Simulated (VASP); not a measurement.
# In in VASP: notebook

In is run at these levels: PBE, PBEsol, PBE+D4; tasks: single point.

Everything below comes from runs of VASP 6.6.1. Logs are shortened: lines on timing, memory, paths and dates and some standing lists are left out, and cuts for length are marked.

## Step 1: The cell of the first run

The typed cell holds 1 atom: a = 3.257 Å, b = 3.280 Å, c = 3.309 Å, α = 111.84°, β = 110.15°, γ = 107.88°.

## Step 2: Single point, PBE (the cell strained at random)

Contents of INCAR:

```
SYSTEM = In
ALGO     = Fast           ! electronic algorithm
EDIFF    = 1E-7           ! SCF threshold, eV
ENCUT    = 520            ! plane-wave cutoff, eV
GGA      = PE             ! functional
ISIF     = 2              ! what is computed and relaxed
ISMEAR   = -1             ! smearing method
LASPH    = .TRUE.         ! aspherical terms in the spheres
LCHARG   = .FALSE.        ! write CHGCAR
LREAL    = .FALSE.        ! projectors in reciprocal space
LWAVE    = .FALSE.        ! write WAVECAR
NBANDS   = 12             ! bands
NELM     = 60             ! most SCF steps
PREC     = Accurate       ! precision mode
SIGMA    = 0.05           ! smearing width, eV
```

Contents of KPOINTS:

```
k-points
0
G
  10 10 10
  0 0 0
```

Contents of POSCAR:

```
In
1.0
   -1.8697510000      1.8571300000      1.9138710000
    1.8335350000     -1.9128010000      1.9333270000
    1.8585180000      1.9015680000     -1.9695420000
In
1
Direct
   -0.0001030000     -0.0021710000      0.0014700000
```

Potentials or basis: VASP PAW PBE potentials, release 64 (In_d).

The run is started by

```sh
cat potpaw_PBE.64/In_d/POTCAR > POTCAR
mpirun -np 1 vasp_std > vasp.out
```

OUTCAR:

```text
SYSTEM = In
   EDIFF = 1E-7
   ENCUT = 520
   GGA = PE
   ISIF = 2
   ISMEAR = -1
   LASPH = .TRUE.
   LREAL = .FALSE.
   NELM = 60
   PREC = Accurate

 ion  position               nearest neighbor table
   1  1.000  0.998  0.001-

  LATTYP: Found a triclinic cell.
 ALAT       =     8.3954481767
 B/A-ratio  =     0.6294611372
 C/A-ratio  =     0.3814140441
 COS(alpha) =     0.0102745828
 COS(beta)  =     0.2599013329
 COS(gamma) =     0.9498078946

  Lattice vectors:

 A1 = (  -3.7145190000,   7.5286290000,  -0.0751270000)
 A2 = (  -3.7032860000,   3.7699310000,  -0.0194560000)
 A3 = (   1.8223020000,   1.8458970000,   1.8776560000)

Analysis of symmetry for initial positions (statically):
=====================================================================
 Subroutine PRICEL returns:
 Original cell was already a primitive cell.

 Routine SETGRP: Setting up the symmetry group for a
 triclinic supercell.

 Subroutine GETGRP returns: Found  2 space group operations
 (whereof  1 operations were pure point group operations)
 out of a pool of  2 trial point group operations.

The static configuration has the point symmetry C_1 .
 The point group associated with its full space group is S_2 .

Analysis of symmetry for dynamics (positions and initial velocities):
=====================================================================
 Subroutine PRICEL returns:
 Original cell was already a primitive cell.

 Routine SETGRP: Setting up the symmetry group for a
 triclinic supercell.

 Subroutine GETGRP returns: Found  2 space group operations
 (whereof  1 operations were pure point group operations)
 out of a pool of  2 trial point group operations.

The dynamic configuration has the point symmetry C_1 .
 The point group associated with its full space group is S_2 .

 Subroutine INISYM returns: Found  2 space group operations
 (whereof  1 operations are pure point group operations),
 and found     1 'primitive' translations

----------------------------------------------------------------------------------------

                                     Primitive cell

  volume of cell :      26.6859

  direct lattice vectors                    reciprocal lattice vectors
    -1.869751000  1.857130000  1.913871000     0.003409630  0.269967979  0.263868111
     1.833535000 -1.912801000  1.933327000     0.273441875  0.004706203  0.262571609
     1.858518000  1.901568000 -1.969542000     0.271727210  0.266956742  0.006420938

  length of vectors
[... 88 lines left out ...]
   POTIM  = 0.5000    time-step for ionic-motion
   TEBEG  =    0.0;   TEEND  =   0.0 temperature during run
   PSTRESS=    0.0 pullay stress
   NELECT =      13.0000    total number of electrons
   NUPDOWN=      -1.0000    fix difference up-down
   EMIN   =  10.00;   EMAX   =-10.00  energy-range for DOS
   EFERMI =   0.00;   METHOD = LEGACY
   ISMEAR =    -1;   SIGMA  =   0.05  broadening in eV -4-tet -1-fermi 0-gaus
   EFERMI_NEDOS =   21; number of points for ismear=-14 and -15
   IALGO  =     68    algorithm
   IMIX   =      4    mixing-type and parameters
     AMIX     =   0.40;   BMIX     =  1.00
     AMIX_MAG =   1.60;   BMIX_MAG =  1.00
  volume/ion in A,a.u.               =      26.69       180.09
  Fermi-wavevector in a.u.,A,eV,Ry     =   1.288136  2.434225 22.576081  1.659295
  Thomas-Fermi vector in A             =   2.420108
   LORBIT       =      0    0 simple, 1 ext, 2 COOP (PROOUT), +10 PAW based schemes
   GGA     = PE    functional components
   LHFCALC =     F    Hartree Fock is set to
   AEXX    =    0.0000 exact exchange contribution
   IVDW    =     0    specifies the selected vdW correction
   LEPSILON=     F    determine dielectric tensor
   LRPA    =     F    only Hartree local field effects (RPA)
 non-spin polarized calculation
 RMM-DIIS sequential band-by-band and
  energy-cutoff  :      520.00
  volume of cell :       26.69
 maximum number of plane-waves:       731
   NGX = 13   NGY = 13   NGZ = 13

 number of electron      12.9999998 magnetization

 Free energy of the ion-electron system (eV)
  ---------------------------------------------------
  ext. energy  EPLUGINS =         0.00000000
  ---------------------------------------------------
  free energy    TOTEN  =        -2.54946822 eV

  energy without entropy =       -2.54545896  energy(sigma->0) =       -2.54746359

 E-fermi :   7.2554     XC(G=0): -10.1605

 val. band max:        7.2546312190   @ k =   0.2000  -0.0000   0.5000
 cond. band min:       7.2700326323   @ k =   0.3000   0.3000   0.5000
 fundamental gap:      0.0154014134
 Fermi energy:         7.2553913308

 k-point     1 :       0.0000    0.0000    0.0000
  band No.  band energies     occupation
      1      -7.3955      2.00000
      2      -7.3661      2.00000
      3      -7.3242      2.00000
      4      -7.1086      2.00000
      5      -7.0861      2.00000
      6      -2.1038      2.00000
      7      17.6191      0.00000
      8      18.1725      0.00000
      9      18.5978      0.00000
     10      20.0275      0.00000
     11      20.4282      0.00000
     12      20.6223      0.00000
[... 331 lines left out ...]
 k-point    24 :      -0.3000    0.2000    0.0000
  band No.  band energies     occupation
      1      -7.4153      2.00000
      2      -7.3352      2.00000
      3      -7.1525      2.00000
      4      -7.1265      2.00000
      5      -7.0988      2.00000
      6      -0.4614      2.00000
      7      11.2231      0.00000
      8      13.5229      0.00000
      9      14.8070      0.00000
     10      17.6968      0.00000
     11      20.2708      0.00000
     12      21.1677      0.00000

 [... further k-points ...]

------------------------ aborting loop because EDIFF is reached ----------------------------------------

  FORCE on cell =-STRESS in cart. coord.  units (eV):
  Direction    XX          YY          ZZ          XY          YZ          ZX
  --------------------------------------------------------------------------------------
  -------------------------------------------------------------------------------------
  Total        0.3268466      0.2256937      0.2017194     -0.0091232      0.1144876      0.0595451
  in kB       19.6233063     13.5502602     12.1108860     -0.5477399      6.8736366      3.5749828
  external PRESSURE =      15.0948175 kB  Pullay stress =       0.0000000 kB

 VOLUME and BASIS-vectors are now :
 -----------------------------------------------------------------------------
  energy-cutoff  :      520.00
  volume of cell :       26.69
      direct lattice vectors                 reciprocal lattice vectors
    -1.869751000  1.857130000  1.913871000     0.003409630  0.269967979  0.263868111
     1.833535000 -1.912801000  1.933327000     0.273441875  0.004706203  0.262571609
     1.858518000  1.901568000 -1.969542000     0.271727210  0.266956742  0.006420938

 POSITION                                       TOTAL-FORCE (eV/Angst)
 -----------------------------------------------------------------------------------
     -0.03727     -0.04891      3.83991        -0.000000      0.000000      0.000000
 -----------------------------------------------------------------------------------
    total drift:                                0.000041     -0.000004      0.000002

  FREE ENERGIE OF THE ION-ELECTRON SYSTEM (eV)
  ---------------------------------------------------
  free  energy   TOTEN  =        -2.5494682184 eV

  energy  without entropy=       -2.5454589558  energy(sigma->0) =       -2.54746359
```

Wall time 52 s (1 thread of Intel Xeon 6975P-C (Granite Rapids), shared host); peak memory 0.26 GiB.

What came out:

```
Free energy            : -2.5495 eV
Pressure               : 1.5 GPa
Band gap on the k mesh : zero (an odd number of electrons rules out a gap without spin polarisation)
```

Caveat: the cell differs from its parent crystal (the cell strained at random); spin-orbit coupling is left out, which moves the levels of the heavy elements.

(Continued in part 2 of 2.)
